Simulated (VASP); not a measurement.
MoS2, 3 atoms in the cell. Symmetry: R3m, No. 160, trigonal system. Conventional cell: a = 3.163 Å, b = 3.163 Å, c = 18.370 Å, α = 90.00°, β = 90.00°, γ = 120.00°. Mo (site symmetry 3m) has 6 S at 2.36 Å within 3.1 Å. S (site symmetry 3m) has 3 Mo at 2.36 Å and 1 S at 3.00 Å within 3.1 Å. S (site symmetry 3m) has 3 Mo at 2.36 Å and 1 S at 3.00 Å within 3.1 Å. 

| Item | Value |
| --- | --- |
| Program | VASP 6.6.1 |
| Task | density of states |
| Functional | PBEsol |
| Potentials or basis | VASP PAW PBE potentials, release 64 (Mo_sv, S) |
| Cutoff | 520 eV |
| k mesh | 13 × 13 × 13 |
| Occupations | fermi-dirac, width 0.05 eV |
| Spin | no spin polarisation |
| Dipole correction | no |
| k mesh for the DOS | 20 × 20 × 20 |
| Occupations for the DOS | tetrahedron |
| Further INCAR settings | ALGO = Normal; EDIFF = 1e-07; NBANDS = 20 |

Potentials or basis: VASP PAW PBE potentials, release 64 (Mo_sv, S).

Launch:

```sh
$ cat potpaw_PBE.64/Mo_sv/POTCAR potpaw_PBE.64/S/POTCAR > POTCAR
$ cp INCAR.step1 INCAR
$ cp KPOINTS.step1 KPOINTS
$ mpirun -np 1 vasp_std > vasp.out
$ cp INCAR.step2 INCAR
$ cp KPOINTS.step2 KPOINTS
$ mpirun -np 1 vasp_std > vasp.out
```

Hardware: 1 thread of AMD EPYC 7R43 64-Core Processor (Zen 3) (shared host).

**Question.** Estimate the wall time of this run.

**Answer.** Run time: 37 min on 1 thread of AMD EPYC 7R43 64-Core Processor (Zen 3), with other jobs on the host, peak memory 0.85 GiB. Counts: k points 781.
